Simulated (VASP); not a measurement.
# TaN (P-62m) in VASP: a series of runs, part 3 of 3

VASP 6.6.1.

**6. Single point, PBE+D4**

This run uses another cell than the first one, of 11.80 Å³/atom, 1.182 times its volume.

Input file INCAR:

```
SYSTEM = TaN
  PREC = Accurate
  ENCUT = 520
  EDIFF = 1E-6
  ISMEAR = -1
  SIGMA = 0.1
  LREAL = .False.
  LASPH = .True.
  NELM = 100
  ALGO = Normal
  ISIF = 2
  LWAVE = .False.
  LCHARG = .True.
  GGA = PE
  IVDW = 13
  LELF = .True.
  LVHAR = .True.
  NBANDS = 33
```

Input file KPOINTS:

```
Automatic mesh
0
Gamma
  5 5 8
  0 0 0
```

Input file POSCAR:

```
TaN
1.0
    5.2643762622      0.0000000000      0.0000000000
   -2.6321881311      4.5590835801      0.0000000000
    0.0000000000      0.0000000000      2.9493070245
Ta N
3 3
Direct
    0.3333333333      0.6666666667      0.5000000000
    0.6666666667      0.3333333333      0.5000000000
    0.0000000000      0.0000000000      0.0000000000
    0.3928500000      0.0000000000      0.0000000000
    0.6071500000      0.6071500000      0.0000000000
    0.0000000000      0.3928500000      0.0000000000
```

Potentials or basis: VASP PAW PBE potentials, release 64 (Ta_pv, N).

Launch:

```bash
$ cat potpaw_PBE.64/Ta_pv/POTCAR potpaw_PBE.64/N/POTCAR > POTCAR
$ mpirun -np 1 vasp_std > vasp.out
```

OUTCAR:

```text
SYSTEM = TaN
   PREC = Accurate
   ENCUT = 520
   EDIFF = 1E-6
   ISMEAR = -1
   LREAL = .False.
   LASPH = .True.
   NELM = 100
   ISIF = 2
   GGA = PE
   IVDW = 13

 ion  position               nearest neighbor table
   1  0.333  0.667  0.500-   5 2.19   5 2.19   6 2.19   6 2.19   4 2.19   4 2.19   2 3.04   2 3.04
                             2 3.04   3 3.38   3 3.38   3 3.38   3 3.38   3 3.38   3 3.38
   2  0.667  0.333  0.500-   6 2.19   6 2.19   4 2.19   4 2.19   5 2.19   5 2.19   1 3.04   1 3.04
                             1 3.04   3 3.38   3 3.38   3 3.38   3 3.38   3 3.38   3 3.38
   3  0.000  0.000  0.000-   4 2.07   5 2.07   6 2.07   2 3.38   1 3.38   1 3.38   2 3.38   2 3.38
                             2 3.38   1 3.38   1 3.38   2 3.38   2 3.38   1 3.38   1 3.38
   4  0.393  0.000  0.000-   3 2.07   1 2.19   1 2.19   2 2.19   2 2.19
   5  0.607  0.607  0.000-   3 2.07   1 2.19   1 2.19   2 2.19   2 2.19
   6  0.000  0.393  0.000-   3 2.07   2 2.19   2 2.19   1 2.19   1 2.19

  LATTYP: Found a hexagonal cell.
 ALAT       =     5.2643762622
 C/A-ratio  =     0.5602386451

  Lattice vectors:

 A1 = (   5.2643762622,   0.0000000000,   0.0000000000)
 A2 = (  -2.6321881311,   4.5590835801,   0.0000000000)
 A3 = (   0.0000000000,   0.0000000000,   2.9493070245)

Analysis of symmetry for initial positions (statically):
=====================================================================
 Subroutine PRICEL returns:
 Original cell was already a primitive cell.

 Routine SETGRP: Setting up the symmetry group for a
 hexagonal supercell.

 Subroutine GETGRP returns: Found 12 space group operations
 (whereof 12 operations were pure point group operations)
 out of a pool of 24 trial point group operations.

The static configuration has the point symmetry D_3h.

Analysis of symmetry for dynamics (positions and initial velocities):
=====================================================================
 Subroutine PRICEL returns:
 Original cell was already a primitive cell.

 Routine SETGRP: Setting up the symmetry group for a
 hexagonal supercell.

 Subroutine GETGRP returns: Found 12 space group operations
 (whereof 12 operations were pure point group operations)
 out of a pool of 24 trial point group operations.

The dynamic configuration has the point symmetry D_3h.

 Subroutine INISYM returns: Found 12 space group operations
 (whereof 12 operations are pure point group operations),
 and found     1 'primitive' translations

----------------------------------------------------------------------------------------

                                     Primitive cell

  volume of cell :      70.7855

  direct lattice vectors                    reciprocal lattice vectors
     5.264376262  0.000000000  0.000000000     0.189956027  0.109671163  0.000000000
    -2.632188131  4.559083580  0.000000000     0.000000000  0.219342327  0.000000000
     0.000000000  0.000000000  2.949307024     0.000000000  0.000000000  0.339062699

  length of vectors
     5.264376262  5.264376264  2.949307024     0.219342327  0.219342327  0.339062699

  position of ions in fractional coordinates (direct lattice)
     0.333333333  0.666666667  0.500000000
     0.666666667  0.333333333  0.500000000
     0.000000000  0.000000000  0.000000000
[... 42 lines left out ...]
  0.200000  0.000000  0.000000      6.000000
  0.400000  0.000000  0.000000      6.000000
  0.200000  0.200000  0.000000      6.000000
  0.400000  0.200000  0.000000      6.000000
  0.000000  0.000000  0.125000      2.000000
[... 16 lines left out ...]
  0.400000  0.000000  0.500000      6.000000
  0.200000  0.200000  0.500000      6.000000
   k-points           NKPTS =     25   k-points in BZ     NKDIM =     25   number of bands    NBANDS=     33
   number of dos      NEDOS =    301   number of ions     NIONS =      6
   total plane-waves  NPLWV =  38400
   dimension x,y,z NGX =    40 NGY =   40 NGZ =   24
   dimension x,y,z NGXF=    80 NGYF=   80 NGZF=   48
   ions per type =               3   3
   NGX,Y,Z   is equivalent  to a cutoff of  12.63, 12.63, 13.53 a.u.
   NGXF,Y,Z  is equivalent  to a cutoff of  25.26, 25.26, 27.06 a.u.
 SYSTEM =  TaN
   PREC   = accura    normal or accurate (medium, high low for compatibility)
   ISTART =      0    job   : 0-new  1-cont  2-samecut
   ICHARG =      2    charge: 1-file 2-atom 10-const
   ISPIN  =      1    spin polarized calculation?
   LNONCOLLINEAR =      F non collinear calculations
   LSORBIT =      F    spin-orbit coupling
   LASPH  =      T    aspherical Exc in radial PAW
   ENCUT  =  520.0 eV  38.22 Ry    6.18 a.u.   9.79  9.79  5.48*2*pi/ulx,y,z
   NELM   =    100;   NELMIN=  2; NELMDL= -5     # of ELM steps
   EDIFF  = 0.1E-05   stopping-criterion for ELM
   LREAL  =      F    real-space projection
   EDIFFG = 0.1E-04   stopping-criterion for IOM
   NSW    =      0    number of steps for IOM
   IBRION =     -1    ionic relax: 0-MD 1-quasi-New 2-CG
   NFREE  =      0    steps in history (QN), initial steepest desc. (CG)
   ISIF   =      2    stress and relaxation
   ISYM   =      2    0-nonsym 1-usesym 2-fastsym
   POTIM  = 0.5000    time-step for ionic-motion
   TEBEG  =    0.0;   TEEND  =   0.0 temperature during run
   PSTRESS=    0.0 pullay stress
   NELECT =      48.0000    total number of electrons
   NUPDOWN=      -1.0000    fix difference up-down
   EMIN   =  10.00;   EMAX   =-10.00  energy-range for DOS
   EFERMI =   0.00;   METHOD = LEGACY
   ISMEAR =    -1;   SIGMA  =   0.10  broadening in eV -4-tet -1-fermi 0-gaus
   EFERMI_NEDOS =   21; number of points for ismear=-14 and -15
   IALGO  =     38    algorithm
   IMIX   =      4    mixing-type and parameters
     AMIX     =   0.40;   BMIX     =  1.00
     AMIX_MAG =   1.60;   BMIX_MAG =  1.00
  volume/ion in A,a.u.               =      11.80        79.61
  Fermi-wavevector in a.u.,A,eV,Ry     =   1.438270  2.717936 28.145292  2.068621
  Thomas-Fermi vector in A             =   2.557255
   LORBIT       =      0    0 simple, 1 ext, 2 COOP (PROOUT), +10 PAW based schemes
   GGA     = PE    functional components
   LHFCALC =     F    Hartree Fock is set to
   AEXX    =    0.0000 exact exchange contribution
   IVDW    =    13    specifies the selected vdW correction
   LEPSILON=     F    determine dielectric tensor
   LRPA    =     F    only Hartree local field effects (RPA)
 non-spin polarized calculation
  energy-cutoff  :      520.00
  volume of cell :       70.79
 maximum number of plane-waves:      1921
 NGX is ok and might be reduce to    40
   NGX = 19   NGY = 19   NGZ = 11

 number of electron      48.0000002 magnetization

 Free energy of the ion-electron system (eV)
  ---------------------------------------------------
  ext. energy  EPLUGINS =         0.00000000
  ---------------------------------------------------
  free energy    TOTEN  =       -67.47667694 eV

  energy without entropy =      -67.44908357  energy(sigma->0) =      -67.46288025

 E-fermi :   8.0216     XC(G=0): -12.7949

 val. band max:        7.8503192584   @ k =   0.2000   0.0000   0.1250
 cond. band min:       8.1387986349   @ k =   0.2000   0.0000   0.2500
 fundamental gap:      0.2884793765
 Fermi energy:         8.0216363619

 k-point     1 :       0.0000    0.0000    0.0000
  band No.  band energies     occupation
      1     -28.3348      2.00000
      2     -28.3348      2.00000
      3     -28.0186      2.00000
      4     -28.0186      2.00000
      5     -27.8722      2.00000
      6     -27.7817      2.00000
[... 853 lines left out ...]
     32      12.5112      0.00000
     33      12.9006      0.00000

 [... further k-points ...]

------------------------ aborting loop because EDIFF is reached ----------------------------------------

  DFT-D4 for vdW energy calculation

  Edisp (eV):   -1.72756

  FORCE on cell =-STRESS in cart. coord.  units (eV):
  Direction    XX          YY          ZZ          XY          YZ          ZX
  --------------------------------------------------------------------------------------
  -------------------------------------------------------------------------------------
  Total      -4.46137    -4.46137    -5.33776     0.00000     0.00000     0.00000
  in kB    -100.97983  -100.97983  -120.81630     0.00000     0.00000     0.00000
  external pressure =     -107.59 kB  Pullay stress =        0.00 kB

 VOLUME and BASIS-vectors are now :
 -----------------------------------------------------------------------------
  energy-cutoff  :      520.00
  volume of cell :       70.79
      direct lattice vectors                 reciprocal lattice vectors
     5.264376262  0.000000000  0.000000000     0.189956027  0.109671163  0.000000000
    -2.632188131  4.559083580  0.000000000     0.000000000  0.219342327  0.000000000
     0.000000000  0.000000000  2.949307024     0.000000000  0.000000000  0.339062699

 POSITION                                       TOTAL-FORCE (eV/Angst)
 -----------------------------------------------------------------------------------
     -0.00000      3.03939      1.47465         0.000000      0.000000      0.000000
      2.63219      1.51969      1.47465         0.000000      0.000000      0.000000
      0.00000      0.00000      0.00000         0.000000     -0.000000      0.000000
      2.06811      0.00000      0.00000        -0.152845      0.000000      0.000000
      1.59813      2.76805      0.00000         0.076422      0.132367      0.000000
     -1.03406      1.79104      0.00000         0.076422     -0.132367      0.000000
 -----------------------------------------------------------------------------------
    total drift:                               -0.000001     -0.000002      0.000001

  FREE ENERGIE OF THE ION-ELECTRON SYSTEM (eV)
  ---------------------------------------------------
  free  energy   TOTEN  =       -69.2042380044 eV

  energy  without entropy=      -69.1766446382  energy(sigma->0) =      -69.19044132
```

It took 85 s on 1 thread of AMD EPYC 7R43 (Zen 3), shared host; peak memory 0.17 GiB.

Results:

```
Free energy                : -69.2042 eV
Pressure                   : -10.8 GPa
Largest force              : 0.153 eV/Å
Band gap on the k mesh     : zero (band 24 reaches 9.73 eV, above the bottom of band 25 at 6.74 eV)
Dispersion energy per atom : -0.288 eV
```

Forces in eV/Å, atoms in the order of the input:
```
Ta   0.000  0.000  0.000
Ta   0.000  0.000  0.000
Ta   0.000  0.000  0.000
N   -0.153  0.000  0.000
N    0.076  0.132  0.000
N    0.076 -0.132  0.000
```

Stress tensor (GPa, compression positive):
```
-10.10   0.00   0.00
  0.00 -10.10   0.00
  0.00   0.00 -12.08
```

Caveat: spin-orbit coupling is left out, which moves the levels of the heavy elements; pairwise dispersion overbinds metals, which lowers pressure and volume.

**7. Overview**

| cell | gap on the mesh (eV) | pressure (GPa) | largest force (eV/Å) |
| --- | --- | --- | --- |
| a = 4.979, b = 4.979, c = 2.790 Å, angles 90.0, 90.0, 120.0°, 6 atoms | none | 56.0 | 0.63 |
| a = 5.054, b = 5.054, c = 2.831 Å, angles 90.0, 90.0, 120.0°, 6 atoms | none | 33.7 | 0.40 |
| a = 5.126, b = 5.126, c = 2.872 Å, angles 90.0, 90.0, 120.0°, 6 atoms | none | 15.6 | 0.19 |
| a = 5.196, b = 5.196, c = 2.911 Å, angles 90.0, 90.0, 120.0°, 6 atoms | none | 1.0 | 0.01 |
| a = 5.264, b = 5.264, c = 2.949 Å, angles 90.0, 90.0, 120.0°, 6 atoms | none | -10.8 | 0.15 |

Alike in all rows: task single point; level PBE+D4; potentials or basis VASP PAW PBE potentials, release 64 (Ta_pv, N); no spin polarisation; k mesh 5 × 5 × 8; cutoff (eV) 520; smearing fermi-dirac 0.1 eV.

Caveats: spin-orbit coupling is left out, which moves the levels of the heavy elements; pairwise dispersion overbinds metals, which lowers pressure and volume.

Absolute energies hang on the potentials; compare differences alone.
